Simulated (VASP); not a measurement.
# Rb (Im-3m) in VASP: notebook, part 2 of 2

VASP 6.6.1. Earlier steps stand in the parts before.

### Step 4. Single point, PBE

The input, INCAR:

```
PREC = Accurate
ENCUT = 520
EDIFF = 1E-6
ISMEAR = 0
SIGMA = 0.1
LREAL = False
LASPH = True
NELM = 80
ALGO = Normal
ISIF = 2
LWAVE = False
LCHARG = False
GGA = PE
NBANDS = 10
```

The input, KPOINTS:

```
regular mesh
0
Gamma
  10 10 10
```

The input, POSCAR:

```
Rb
1.0
   -2.8352805387      2.8352805387      2.8352805387
    2.8352805387     -2.8352805387      2.8352805387
    2.8352805387      2.8352805387     -2.8352805387
Rb
1
Direct
    0.0000000000      0.0000000000      0.0000000000
```

Started as:

```console
$ cat potpaw_PBE.64/Rb_sv/POTCAR > POTCAR
$ mpirun -np 1 vasp_std > vasp.out
```

Wall time 28 s (1 thread of Intel Xeon Platinum 8488C (Sapphire Rapids), shared host); peak memory 0.24 GiB.

The run converged. Its results:

* Free energy: -0.9359 eV
* Pressure: 0.0 GPa

Levels at points of the mesh, in eV from the Fermi level:
```
           k point  band 2  band 3  band 4  band 5  band 6  band 7  band 8  band 9
(0.00, 0.00, 0.00)  -12.95  -12.95  -12.95   -1.97    3.67    3.67    3.67    4.61
(0.50, 0.00, 0.00)  -13.04  -12.98  -12.95    0.24    0.78    2.58    4.25    5.15
(0.50, 0.50, 0.50)  -13.02  -13.02  -13.02    1.26    1.26    3.24    3.24    3.24
```

### Step 5. Relaxation of cell and atoms, PBE

This run uses another cell than the first one, of 88.37 Å³/atom, 0.969 times its volume.

The input, INCAR:

```
ALGO = Normal ; EDIFF = 1E-6
EDIFFG = -0.005 ; ENCUT = 600
GGA = PE ; IBRION = 2
ISIF = 3 ; ISMEAR = 0
LASPH = True ; LCHARG = False
LREAL = False ; LWAVE = False
NELM = 100 ; NSW = 100
PREC = Accurate ; SIGMA = 0.1
```

The input, KPOINTS:

```
k-points
0
Gamma
  10 10 10
```

The input, POSCAR:

```
Rb
1.0
   -2.8060000000      2.8060000000      2.8060000000
    2.8060000000     -2.8060000000      2.8060000000
    2.8060000000      2.8060000000     -2.8060000000
Rb
1
Direct
    0.0000000000      0.0000000000      0.0000000000
```

Started as:

```console
$ cat potpaw_PBE.64/Rb_sv/POTCAR > POTCAR
$ mpirun -np 1 vasp_std > vasp.out
```

It took 58 s on 1 thread of Intel Xeon Platinum 8488C (Sapphire Rapids), shared host; peak memory 0.26 GiB.

The run converged. Its results:

```
Free energy                            : -0.9358 eV
Relaxed volume                         : 91.14 Å³/atom
Relaxed cell                           : a = 4.910 Å, b = 4.910 Å, c = 4.910 Å, α = 109.47°, β = 109.47°, γ = 109.47°
Space group after relaxing (to 0.05 Å) : Im-3m (No. 229)
Energy gained by relaxing              : 0.8 meV/atom
Ionic steps                            : 3
Pressure after relaxing                : 0.0 GPa
```

The path:
| step | energy change (eV) | largest force (eV/Å) | pressure (GPa) | volume (Å³) |
| --- | --- | --- | --- | --- |
| 1 | 0.0000 | 0.0000 | 0.10 | 88.37 |
| 2 | -0.0004 | 0.0000 | 0.07 | 89.06 |
| 3 | -0.0008 | 0.0000 | 0.00 | 91.14 |

Final structure:
```
CELL_PARAMETERS angstrom
-2.83493 2.83493 2.83493
2.83493 -2.83493 2.83493
2.83493 2.83493 -2.83493
ATOMIC_POSITIONS crystal
Rb 0.00000 0.00000 0.00000
```

Levels at points of the mesh, in eV from the Fermi level:
```csv
k point,band 1,band 2,band 3,band 4,band 5,band 6,band 7,band 8
"(0.00, 0.00, 0.00)",-28.91,-12.95,-12.95,-12.95,-1.97,3.67,3.67,3.67
"(0.50, 0.00, 0.00)",-28.90,-13.04,-12.98,-12.95,0.24,0.78,2.58,4.25
"(0.50, 0.50, 0.50)",-28.90,-13.02,-13.02,-13.02,1.26,1.26,3.24,3.24
```

PBE usually gives volumes a little too large and moduli too small. Zero-point motion and thermal expansion aren't in these numbers.

### Step 6. Single point, PBE

This run uses another cell than the first one, of 19.94 Å³/atom, 0.219 times its volume.

The input, INCAR:

```
SYSTEM = Rb
PREC = Accurate
ENCUT = 520
EDIFF = 1E-6
ISMEAR = 0
SIGMA = 0.1
LREAL = .FALSE.
LASPH = .TRUE.
NELM = 100
ALGO = Normal
ISIF = 2
LWAVE = .FALSE.
LCHARG = .TRUE.
GGA = PE
LELF = .TRUE.
LVHAR = .TRUE.
NBANDS = 10
```

The input, KPOINTS:

```
regular mesh
0
G
  16 16 16
  0 0 0
```

The input, POSCAR:

```
Rb
1.0
   -1.7081643591      1.7081643591      1.7081643591
    1.7081643591     -1.7081643591      1.7081643591
    1.7081643591      1.7081643591     -1.7081643591
Rb
1
Direct
    0.0000000000      0.0000000000      0.0000000000
```

Potentials or basis: VASP PAW PBE potentials, release 64 (Rb_sv).

Started as:

```console
$ cat potpaw_PBE.64/Rb_sv/POTCAR > POTCAR
$ mpirun -np 1 vasp_std > vasp.out
```

OUTCAR:

```text
SYSTEM = Rb
   PREC = Accurate
   ENCUT = 520
   EDIFF = 1E-6
   ISMEAR = 0
   LREAL = .FALSE.
   LASPH = .TRUE.
   NELM = 100
   ISIF = 2
   GGA = PE

 ion  position               nearest neighbor table
   1  0.000  0.000  0.000-

  LATTYP: Found a body centered cubic cell.
 ALAT       =     3.4163287182

  Lattice vectors:

 A1 = (  -1.7081643591,   1.7081643591,   1.7081643591)
 A2 = (   1.7081643591,  -1.7081643591,   1.7081643591)
 A3 = (   1.7081643591,   1.7081643591,  -1.7081643591)
[... 491 lines left out ...]
     10      19.4584      0.00000

 [... further k-points ...]

------------------------ aborting loop because EDIFF is reached ----------------------------------------

  FORCE on cell =-STRESS in cart. coord.  units (eV):
  Direction    XX          YY          ZZ          XY          YZ          ZX
  --------------------------------------------------------------------------------------
  -------------------------------------------------------------------------------------
  Total        5.1104810      5.1104810      5.1104810     -0.0000000      0.0000000     -0.0000000
  in kB      410.6987727    410.6987727    410.6987727     -0.0000000      0.0000000     -0.0000000
  external PRESSURE =     410.6987727 kB  Pullay stress =       0.0000000 kB

 VOLUME and BASIS-vectors are now :
 -----------------------------------------------------------------------------
  energy-cutoff  :      520.00
  volume of cell :       19.94
      direct lattice vectors                 reciprocal lattice vectors
    -1.708164359  1.708164359  1.708164359     0.000000000  0.292711879  0.292711879
     1.708164359 -1.708164359  1.708164359     0.292711879  0.000000000  0.292711879
     1.708164359  1.708164359 -1.708164359     0.292711879  0.292711879  0.000000000

 POSITION                                       TOTAL-FORCE (eV/Angst)
 -----------------------------------------------------------------------------------
      0.00000      0.00000      0.00000         0.000000     -0.000000      0.000000
 -----------------------------------------------------------------------------------
    total drift:                               -0.000000      0.000000      0.000000

  FREE ENERGIE OF THE ION-ELECTRON SYSTEM (eV)
  ---------------------------------------------------
  free  energy   TOTEN  =         2.4119170645 eV

  energy  without entropy=        2.4161586480  energy(sigma->0) =        2.41403786
```

OSZICAR:

```text
N       E                     dE             d eps       ncg     rms          rms(c)
DAV:   1     0.294163591037E+02    0.29416E+02   -0.48707E+03  2940   0.822E+02
DAV:   2     0.307615592611E+01   -0.26340E+02   -0.25524E+02  3638   0.146E+02
DAV:   3     0.235488352055E+01   -0.72127E+00   -0.70681E+00  3608   0.199E+01
DAV:   4     0.234314384851E+01   -0.11740E-01   -0.11724E-01  3536   0.218E+00
DAV:   5     0.234284161645E+01   -0.30223E-03   -0.30219E-03  3624   0.259E-01    0.693E+00
DAV:   6     0.240199240526E+01    0.59151E-01   -0.85521E-02  3840   0.171E+00    0.401E+00
DAV:   7     0.241229395947E+01    0.10302E-01   -0.73532E-02  4166   0.158E+00    0.719E-01
DAV:   8     0.241191006606E+01   -0.38389E-03   -0.28451E-03  3242   0.463E-01    0.450E-02
DAV:   9     0.241191547928E+01    0.54132E-05   -0.40451E-05  3276   0.518E-02    0.279E-02
DAV:  10     0.241191795712E+01    0.24778E-05   -0.40545E-06  3250   0.159E-02    0.116E-02
DAV:  11     0.241191693170E+01   -0.10254E-05   -0.78919E-07  1770   0.771E-03    0.138E-03
DAV:  12     0.241191706448E+01    0.13279E-06   -0.19217E-08  1586   0.146E-03
   1 F= 0.24119171E+01 E0= 0.24140379E+01  d E =-.424158E-02
```

stdout:

```text
POSCAR found type information on POSCAR Rb
 POSCAR found :  1 types and       1 ions
 scaLAPACK will be used
 LDA part: xc-table for (Slater+PW92), standard interpolation
 POSCAR, INCAR and KPOINTS ok, starting setup
 FFT: planning ... GRIDC
 FFT: planning ... GRID_SOFT
 FFT: planning ... GRID
 WAVECAR not read
 entering main loop
```

Run time: 13 s. Hardware: 1 thread of AMD EPYC 9R45 (Zen 5), shared host; peak memory 0.12 GiB.

Results:

| Quantity | Value |
| --- | --- |
| Free energy | 2.4119 eV |
| Pressure | 41.1 GPa |

### Step 7. Summary

| task | cell | k mesh | cutoff (eV) | gap on the mesh (eV) | pressure (GPa) |
| --- | --- | --- | --- | --- | --- |
| single point | a = 4.911 Å, angles 109.5°, 1 atom | 10 × 10 × 10 | 520 | none | 0.0 |
| relaxation of cell and atoms | relaxed from a = 4.860 Å, angles 109.5°, 1 atom | 10 × 10 × 10 | 600 | none | 0.0 |
| single point | a = 2.959 Å, angles 109.5°, 1 atom | 16 × 16 × 16 | 520 | none | 41.1 |

Alike in all rows: level PBE; potentials or basis VASP PAW PBE potentials, release 64 (Rb_sv); no spin polarisation; smearing gaussian 0.1 eV.

Absolute energies hang on the potentials; compare differences alone.
